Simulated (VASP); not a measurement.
# CrO2 (R-3m) in VASP: a series of runs, part 2 of 2

VASP 6.6.1. The steps go on from the part before.

## (3) Single point, PBE, collinear spin, ferromagnetic start

This run uses another cell than the first one, of 12.03 Å³/atom.

Contents of INCAR:

```
SYSTEM = CrO2
  PREC = Accurate
  ENCUT = 520
  EDIFF = 1E-7
  ISMEAR = -1
  SIGMA = 0.05
  LREAL = .FALSE.
  LASPH = .TRUE.
  NELM = 150
  ALGO = Normal
  ISIF = 2
  LWAVE = .FALSE.
  LCHARG = .TRUE.
  ISPIN = 2
  MAGMOM = 3 0 0
  LORBIT = 11
  LMAXMIX = 4
  GGA = PE
  LELF = .TRUE.
  LVHAR = .TRUE.
  NBANDS = 23
```

Contents of KPOINTS:

```
Automatic mesh
0
G
  10 10 10
  0 0 0
```

Contents of POSCAR:

```
CrO2
1.0
    1.4799679104      0.8544598715      4.7578054909
   -1.4799679104      0.8544598715      4.7578054909
    0.0000000000     -1.7089197429      4.7578054909
Cr O
1 2
Direct
    0.5000000000      0.5000000000      0.5000000000
    0.2309180000      0.2309180000      0.2309180000
    0.7690820000      0.7690820000      0.7690820000
```

Potentials or basis: VASP PAW PBE potentials, release 64 (Cr_pv, O).

Command:

```bash
$ cat potpaw_PBE.64/Cr_pv/POTCAR potpaw_PBE.64/O/POTCAR > POTCAR
$ mpirun -np 1 vasp_std > vasp.out
```

OUTCAR:

```text
SYSTEM = CrO2
   PREC = Accurate
   ENCUT = 520
   EDIFF = 1E-7
   ISMEAR = -1
   LREAL = .FALSE.
   LASPH = .TRUE.
   NELM = 150
   ISIF = 2
   ISPIN = 2
   LORBIT = 11
   GGA = PE

 ion  position               nearest neighbor table
   1  0.500  0.500  0.500-   2 1.94   3 1.94   2 1.94   2 1.94   3 1.94   3 1.94
   2  0.231  0.231  0.231-   1 1.94   1 1.94   1 1.94
   3  0.769  0.769  0.769-   1 1.94   1 1.94   1 1.94

  LATTYP: Found a trigonal (rhomboedric) cell.
 ALAT       =     5.0554050062
 COS(alpha) =     0.8285953163

  Lattice vectors:

 A1 = (   1.4799679104,   0.8544598715,   4.7578054909)
 A2 = (  -1.4799679104,   0.8544598715,   4.7578054909)
 A3 = (   0.0000000000,  -1.7089197429,   4.7578054909)

Analysis of symmetry for initial positions (statically):
=====================================================================
 Subroutine PRICEL returns:
 Original cell was already a primitive cell.

 Routine SETGRP: Setting up the symmetry group for a
 trigonal (rhombohedral) supercell.

[... 1445 lines left out ...]
------------------------ aborting loop because EDIFF is reached ----------------------------------------

  FORCE on cell =-STRESS in cart. coord.  units (eV):
  Direction    XX          YY          ZZ          XY          YZ          ZX
  --------------------------------------------------------------------------------------
  -------------------------------------------------------------------------------------
  Total       -1.5010548     -1.5010548      0.0735195      0.0000000      0.0000000      0.0000000
  in kB      -66.6200920    -66.6200920      3.2629543      0.0000000      0.0000000      0.0000000
  external PRESSURE =     -43.3257433 kB  Pullay stress =       0.0000000 kB

 VOLUME and BASIS-vectors are now :
 -----------------------------------------------------------------------------
  energy-cutoff  :      520.00
  volume of cell :       36.10
      direct lattice vectors                 reciprocal lattice vectors
     1.479967910  0.854459872  4.757805491     0.337845163  0.195054996  0.070060311
    -1.479967910  0.854459872  4.757805491    -0.337845163  0.195054996  0.070060311
     0.000000000 -1.708919743  4.757805491     0.000000000 -0.390109992  0.070060311

 POSITION                                       TOTAL-FORCE (eV/Angst)
 -----------------------------------------------------------------------------------
      0.00000      0.00000      7.13671         0.000000      0.000000      0.000000
      0.00000      0.00000      3.29599         0.000000     -0.000000     -0.020249
      0.00000      0.00000     10.97743         0.000000      0.000000      0.020249
 -----------------------------------------------------------------------------------
    total drift:                               -0.000000     -0.000000      0.000000

  FREE ENERGIE OF THE ION-ELECTRON SYSTEM (eV)
  ---------------------------------------------------
  free  energy   TOTEN  =       -24.6659811535 eV

  energy  without entropy=      -24.6514713008  energy(sigma->0) =      -24.65872623

 total charge

# of ion       s       p       d       tot
------------------------------------------
    1        0.344   6.414   4.013  10.771
    2        1.579   3.412   0.000   4.990
    3        1.579   3.412   0.000   4.990
--------------------------------------------------
tot          3.501  13.238   4.013  20.752

 magnetization (x)

# of ion       s       p       d       tot
------------------------------------------
    1        0.028   0.020   2.075   2.123
    2       -0.001  -0.083   0.000  -0.084
    3       -0.001  -0.083   0.000  -0.084
--------------------------------------------------
tot          0.027  -0.147   2.075   1.955
```

Run time: 13 min. Hardware: 1 thread of Intel Xeon 8259CL, shared host; peak memory 0.38 GiB.

What came out:

| Quantity | Value |
| --- | --- |
| Free energy | -24.6660 eV |
| Pressure | -4.3 GPa |
| Largest force | 0.020 eV/Å |
| Band gap on the k mesh | zero (filled and empty bands overlap) |
| Net moment | 2.00 μB per cell |
| Site moments | Cr +2.12; O -0.08 μB |
| Valence electrons inside the program's atomic spheres | Cr 10.77; O 4.99 |

Forces on the atoms (eV/Å):
```
Cr   0.000  0.000  0.000
O    0.000  0.000 -0.020
O    0.000  0.000  0.020
```

Levels at points of the mesh, in eV from the Fermi level:
Spin up:
```
           k point  band 9  band 10  band 11  band 12  band 13  band 14  band 15  band 16  band 17  band 18
(0.00, 0.00, 0.00)   -1.50    -1.50    -1.30    -1.23    -1.23     0.72     3.67     3.67     4.91     6.50
(0.50, 0.00, 0.00)   -3.59    -2.92    -2.05    -0.69    -0.64    -0.02     2.71     3.43     4.92    11.34
(0.50, 0.50, 0.00)   -3.20    -2.98    -1.82    -0.76    -0.64    -0.11     2.83     3.48     4.92    10.62
(0.50, 0.50, 0.50)   -2.31    -1.54    -1.54    -1.23    -1.23     0.80     3.68     3.68     4.92     8.39
```
Spin down:
```
           k point  band 9  band 10  band 11  band 12  band 13  band 14
(0.00, 0.00, 0.00)   -1.62    -1.62    -1.46     1.18     1.18     2.74
(0.50, 0.00, 0.00)   -3.20    -2.96    -2.17     1.54     1.93     2.06
(0.50, 0.50, 0.00)   -3.03    -2.77    -1.94     1.39     1.93     2.06
(0.50, 0.50, 0.50)   -2.45    -1.65    -1.65     1.18     1.18     2.70
```

Caveat: the cell stands under tension; an empty level that is flat over the whole mesh can mark a ghost state of the potentials, or a narrow d or f band; a cell with one magnetic atom can't hold antiferromagnetic order, which such compounds often take; semilocal functionals often make such compounds metallic where correlation or magnetic order opens a gap, which also shifts bond lengths. With open d or f shells a metallic result of PBE can be an artefact of self-interaction; +U or a hybrid may open a gap.

## (4) Single point, PBE, collinear spin, ferromagnetic start

This run uses another cell than the first one, of 12.28 Å³/atom.

Contents of INCAR:

```
SYSTEM = CrO2
PREC = Accurate
ENCUT = 520
EDIFF = 1E-6
ISMEAR = -1
SIGMA = 0.05
LREAL = .False.
LASPH = .True.
NELM = 150
ALGO = Normal
ISIF = 2
LWAVE = .False.
LCHARG = .False.
ISPIN = 2
MAGMOM = 3 0 0
LORBIT = 11
LMAXMIX = 4
GGA = PE
NBANDS = 23
```

Contents of KPOINTS:

```
Automatic mesh
0
Gamma
  10 10 10
  0 0 0
```

Contents of POSCAR:

```
CrO2
1.0
    1.4899679969      0.8602334241      4.7899538005
   -1.4899679969      0.8602334241      4.7899538005
    0.0000000000     -1.7204668482      4.7899538005
Cr O
1 2
Direct
    0.5000000000      0.5000000000      0.5000000000
    0.2309180000      0.2309180000      0.2309180000
    0.7690820000      0.7690820000      0.7690820000
```

Command:

```bash
$ cat potpaw_PBE.64/Cr_pv/POTCAR potpaw_PBE.64/O/POTCAR > POTCAR
$ mpirun -np 1 vasp_std > vasp.out
```

Run time: 11 min. Hardware: 1 thread of Intel Xeon 8259CL, shared host; peak memory 0.39 GiB.

The run converged. Its results:

| Quantity | Value |
| --- | --- |
| Free energy | -24.6397 eV |
| Pressure | -7.6 GPa |
| Largest force | 0.278 eV/Å |
| Band gap on the k mesh | zero (filled and empty bands overlap) |
| Net moment | 2.00 μB per cell |
| Site moments | Cr +2.14; O -0.09 μB |
| Valence electrons inside the program's atomic spheres | Cr 10.72; O 4.98 |

Forces in eV/Å, atoms in the order of the input:
```
Cr   0.000  0.000  0.000
O    0.000  0.000 -0.278
O    0.000  0.000  0.278
```

Stress tensor (GPa, compression positive):
```
-10.39   0.00   0.00
  0.00 -10.39   0.00
  0.00   0.00  -1.92
```

Levels at points of the mesh, in eV from the Fermi level:
Spin up:
| k point | band 9 | band 10 | band 11 | band 12 | band 13 | band 14 | band 15 | band 16 | band 17 | band 18 |
| --- | --- | --- | --- | --- | --- | --- | --- | --- | --- | --- |
| (0.00, 0.00, 0.00) | -1.44 | -1.44 | -1.21 | -1.20 | -1.20 | 0.70 | 3.59 | 3.59 | 4.93 | 6.42 |
| (0.50, 0.00, 0.00) | -3.48 | -2.83 | -1.95 | -0.68 | -0.64 | -0.03 | 2.64 | 3.36 | 4.93 | 11.30 |
| (0.50, 0.50, 0.00) | -3.10 | -2.89 | -1.73 | -0.75 | -0.64 | -0.11 | 2.76 | 3.41 | 4.93 | 10.57 |
| (0.50, 0.50, 0.50) | -2.19 | -1.47 | -1.47 | -1.20 | -1.20 | 0.77 | 3.60 | 3.60 | 4.93 | 8.33 |
Spin down:
| k point | band 9 | band 10 | band 11 | band 12 | band 13 | band 14 |
| --- | --- | --- | --- | --- | --- | --- |
| (0.00, 0.00, 0.00) | -1.56 | -1.56 | -1.40 | 1.22 | 1.22 | 2.73 |
| (0.50, 0.00, 0.00) | -3.09 | -2.88 | -2.09 | 1.56 | 1.95 | 2.07 |
| (0.50, 0.50, 0.00) | -2.95 | -2.68 | -1.87 | 1.43 | 1.96 | 2.07 |
| (0.50, 0.50, 0.50) | -2.35 | -1.60 | -1.60 | 1.23 | 1.23 | 2.69 |

Caveat: the cell stands under tension; an empty level that is flat over the whole mesh can mark a ghost state of the potentials, or a narrow d or f band; a cell with one magnetic atom can't hold antiferromagnetic order, which such compounds often take; semilocal functionals often make such compounds metallic where correlation or magnetic order opens a gap, which also shifts bond lengths. With open d or f shells a metallic result of PBE can be an artefact of self-interaction; +U or a hybrid may open a gap.

## (5) Summary

```csv
cell,gap on the mesh (eV),pressure (GPa),moment (μB),largest force (eV/Å)
"a = 5.021 Å, angles 34.0°, 3 atoms",none,-0.9,2.00,0.26
"a = 5.055 Å, angles 34.0°, 3 atoms",none,-4.3,2.00,0.02
"a = 5.090 Å, angles 34.0°, 3 atoms",none,-7.6,2.00,0.28
```

Alike in all rows: task single point; level PBE; potentials or basis VASP PAW PBE potentials, release 64 (Cr_pv, O); spin collinear, ferromagnetic start; k mesh 10 × 10 × 10; cutoff (eV) 520; smearing fermi-dirac 0.05 eV.

Caveats: an empty level that is flat over the whole mesh can mark a ghost state of the potentials, or a narrow d or f band; a cell with one magnetic atom can't hold antiferromagnetic order, which such compounds often take; semilocal functionals often make such compounds metallic where correlation or magnetic order opens a gap, which also shifts bond lengths; the cell stands under tension (at least some runs).

Absolute energies hang on the potentials; compare differences alone.
